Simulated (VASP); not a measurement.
MgS (Niningerite), 2 atoms in the cell. It takes space group Immm (No. 71, orthorhombic). Conventional cell: a = 3.642 Å, b = 3.716 Å, c = 5.203 Å, α = 90.00°, β = 90.00°, γ = 90.00°. S (site symmetry mmm) has 6 Mg at 2.60 Å within 3.4 Å. Within 3.4 Å of Mg (site symmetry mmm) lie 6 S at 2.60 Å. 

| Quantity | Value |
| --- | --- |
| Program | VASP 6.6.1 |
| Task | single point |
| Functional | PBE |
| Potentials or basis | VASP PAW PBE potentials, release 64 (S, Mg) |
| Cutoff | 520 eV |
| k mesh | 8 × 8 × 8 |
| Occupations | fermi-dirac, width 0.05 eV |
| Spin | no spin polarisation |
| Dipole correction | no |
| Further INCAR settings | ALGO = Normal; EDIFF = 1e-06; NBANDS = 11 |

Potentials or basis: VASP PAW PBE potentials, release 64 (S, Mg).

The run is started by

```sh
$ cat potpaw_PBE.64/S/POTCAR potpaw_PBE.64/Mg/POTCAR > POTCAR
$ mpirun -np 1 vasp_std > vasp.out
```

Hardware: 1 thread of Intel(R) Xeon(R) Platinum 8488C (Sapphire Rapids), with other jobs on the host.

**Question.** Estimate the wall time of this run.

**Answer.** Run time: 17 s on 1 thread of Intel(R) Xeon(R) Platinum 8488C (Sapphire Rapids), on a shared host, peak memory 0.17 GiB. Counts: scf iterations 12, k points 95.
